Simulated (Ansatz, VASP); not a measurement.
Rh in VASP and in Ansatz

POSCAR

```
Rh
1.0
    2.7036431827      0.0000000000      0.0000000000
   -1.3518215913      2.3414236790      0.0000000000
    0.0000000000      0.0000000000      4.3486172211
Rh
2
Direct
    0.6666666667      0.3333333333      0.7500000000
    0.3333333333      0.6666666667      0.2500000000
```

File INCAR.step1:

```
SYSTEM = Rh
  PREC = Accurate
  ENCUT = 520
  ISMEAR = 0
  SIGMA = 0.1
  LREAL = .FALSE.
  LASPH = .TRUE.
  NELM = 80
  NBANDS = 22
  GGA = PE
  ALGO = Normal
  EDIFF = 1E-4
  LWAVE = .TRUE.
  LCHARG = .FALSE.
```

File INCAR.step2:

```
SYSTEM = Rh
  PREC = Accurate
  ENCUT = 520
  EDIFF = 1E-6
  ISMEAR = 0
  SIGMA = 0.1
  LREAL = .FALSE.
  LASPH = .TRUE.
  NELM = 80
  ALGO = Normal
  ISIF = 2
  LWAVE = .FALSE.
  LCHARG = .TRUE.
  METAGGA = R2SCAN
  LMIXTAU = .TRUE.
  LELF = .TRUE.
  LVHAR = .TRUE.
  NBANDS = 22
  ISTART = 1
```

Contents of KPOINTS:

```
Automatic mesh
0
G
  24 24 12
  0 0 0
```

Input for Ansatz:

```yaml
crystal:
  lattice:
    - [2.7036431827, 0.0, 0.0]
    - [-1.3518215913, 2.341423679, 0.0]
    - [0.0, 0.0, 4.3486172211]
  atoms:
    - { symbol: Rh, position: [0.6666666667, 0.3333333333, 0.75] }
    - { symbol: Rh, position: [0.3333333333, 0.6666666667, 0.25] }
basis:
  ecutwfc: 500
kpoints:
  mp_grid: { grid: [24, 24, 12] }
hamiltonian:
  xc: r2scan
scf:
  occupations: { method: gaussian, width: 0.1 }
output:
  forces: true
  stress: true
  eigenvalues: true
```

Alike in both runs: task single point; functional r2SCAN; k mesh 24 × 24 × 12; occupations gaussian, width 0.1 eV; no spin polarisation.

|  | VASP | Ansatz |
| --- | --- | --- |
| version | VASP 6.6.1 | Ansatz 0.2.0 |
| potentials or method | VASP PAW PBE potentials, release 64 (Rh_pv), cutoff 520 eV | scalar-relativistic, plane waves, PAW |
| valence electrons in the cell | 30 | 34 |

```csv
,VASP,Ansatz,Ansatz less VASP
gap on the k mesh at the Fermi level (eV),none,none,-
pressure (GPa),1.2,0.0,-1.22
"traceless stress, the component that is largest in VASP (GPa)",0.57,0.52,-0.053
```

VASP's potentials were made for PBE, not for r2SCAN. A gap of «none» marks a metal or a gap that the smearing closes. With one functional, cell and mesh, what is left measures potentials, basis and numerics. VASP's potentials hold 30 valence electrons a cell and Ansatz's 34, so a difference there can come from the potentials and not from the codes.
